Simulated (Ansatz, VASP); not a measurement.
Te3Pb2: VASP beside Ansatz

```
Te Pb
1.0
     3.74882    2.16438    7.67698
    -3.74882    2.16438    7.67698
     0.00000   -4.32877    7.67698
Te Pb
3 2
Cartesian
  0.0000 -2.1644 3.8385
  1.8744 1.0822 3.8385
  -1.8744 1.0822 3.8385
  0.0000 0.0000 1.8337
  0.0000 0.0000 21.1972
```

Alike in both runs: task relaxation of cell and atoms; functional PBE; k mesh 6 × 6 × 6; occupations gaussian, width 0.1 eV; no spin polarisation.

```csv
,VASP,Ansatz
version,VASP 6.6.1,Ansatz 0.2.0
potentials or method,"VASP PAW PBE potentials, release 64 (Te, Pb_d), cutoff 600 eV","scalar-relativistic, plane waves, PAW"
valence electrons in the cell,46,76
```

```csv
,VASP,Ansatz,Ansatz less VASP
"gap on the k mesh at the Fermi level, each at its own relaxed structure (eV)",none,none,-
relaxed volume (Å³/atom),75.66,76.76,+1.104
relaxed cell length with the largest relative difference (Å),8.995,9.015,+0.0201
```

A gap of «none» marks a metal or a gap that the smearing closes. VASP's potentials hold 46 valence electrons a cell and Ansatz's 76, so a difference there can come from the potentials and not from the codes. Ansatz's warnings: xc potential rough in thin density.

Spin-orbit coupling is off throughout.
